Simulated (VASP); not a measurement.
Here is a VASP 6.6.1 calculation.

INCAR

```
SYSTEM = BP
ALGO = Normal ; EDIFF = 1E-6
ENCUT = 500 ; GGA = PS
GGA_COMPAT = .False. ; ISIF = 2
ISMEAR = 0 ; LASPH = .True.
LCHARG = .True. ; LELF = .True.
LREAL = .False. ; LVHAR = .True.
LWAVE = .False. ; NBANDS = 11
NELM = 120 ; PREC = Accurate
SIGMA = 0.1
```

The input KPOINTS:

```
k-points
0
Gamma
  8 8 8
  0 0 0
```

POSCAR

```
BP
1.0
    0.0000000000      2.2600000000      2.2600000000
    2.2600000000      0.0000000000      2.2600000000
    2.2600000000      2.2600000000      0.0000000000
B P
1 1
Direct
    0.0000000000      0.0000000000      0.0000000000
    0.2500000000      0.2500000000      0.2500000000
```

Potentials or basis: VASP PAW PBE potentials, release 64 (B, P).

Command:

```sh
$ cat potpaw_PBE.64/B/POTCAR potpaw_PBE.64/P/POTCAR > POTCAR
$ mpirun -np 1 vasp_std > vasp.out
```

Question: Estimate the pressure.

Answer: 0.1 GPa.

Question: What does it give for the band gap on the k mesh?

Answer: 1.15 eV, indirect (least direct gap 3.37 eV).

Caveat: the PAW data sets were made with another functional, which shifts forces and pressure a little. PBEsol gaps usually lie below the measured ones, often by a third to a half.
